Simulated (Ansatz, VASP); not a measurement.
# One calculation of AlN, two programs

```
Al N
1.0
     0.00000    1.97800    1.97800
     1.97800    0.00000    1.97800
     1.97800    1.97800    0.00000
Al N
1 1
Direct
  0.00000 0.00000 0.00000
  0.50000 0.50000 0.50000
```

Alike in both runs: task single point; functional PBE; k mesh 8 × 8 × 8; occupations gaussian, width 0.1 eV; no spin polarisation.

```csv
,VASP,Ansatz
version,VASP 6.6.1,Ansatz 0.2.0
potentials or method,"VASP PAW PBE potentials, release 64 (Al, N), cutoff 600 eV","scalar-relativistic, plane waves, PAW"
valence electrons in the cell,8,8
```

VASP gave:

```
gap on the k mesh at the Fermi level (eV) : 5.19
least direct gap on the mesh (eV)         : 6.66
pressure (GPa)                            : 25.1
```

Question: Estimate Ansatz's values.

Answer: gap on the k mesh at the Fermi level (eV): 5.17; least direct gap on the mesh (eV): 6.64; pressure (GPa): 25.6.

The functional is the same, so the differences come from potentials, cutoffs and numerics.
